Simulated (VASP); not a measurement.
Runs of VASP 6.6.1 on MgO. The structure is that of space group Fm-3m (No. 225), or close to it. The cells are those of the table. 

```csv
task,potentials or basis,cell,cutoff (eV),gap on the mesh (eV),pressure (GPa)
single point,"VASP PAW LDA potentials, release 64 (Mg_sv, O)","a = 2.959 Å, angles 60.0°, 2 atoms",840,4.86,(b)
single point,"VASP PAW LDA potentials, release 64 (Mg_sv, O)","a = 2.941 Å, angles 60.0°, 2 atoms",840,(a),(c)
single point,"VASP PAW LDA potentials, release 64 (Mg, O)","a = 2.935 Å, angles 60.0°, 2 atoms",600,5.10,-0.9
relaxation of cell and atoms,"VASP PAW LDA potentials, release 64 (Mg, O)","relaxed to 1 GPa from a = 2.941 Å, angles 60.0°, 2 atoms",600,5.21,1.0
relaxation of cell and atoms,"VASP PAW LDA potentials, release 64 (Mg_sv, O)","relaxed to -3 GPa from a = 2.941 Å, angles 60.0°, 2 atoms",840,4.83,-3.0
```

Alike in all rows: level LDA; no spin polarisation; k mesh 10 × 10 × 10; smearing gaussian 0.01 eV.

Task: Estimate the missing entries.

Result: (a) 5.05; (b) -2.4; (c) 0.6.

Caveats: the cell is relaxed towards a set pressure, so the run minimises the enthalpy, not the energy (at least some runs).

The runs don't all hold the same shells in valence.
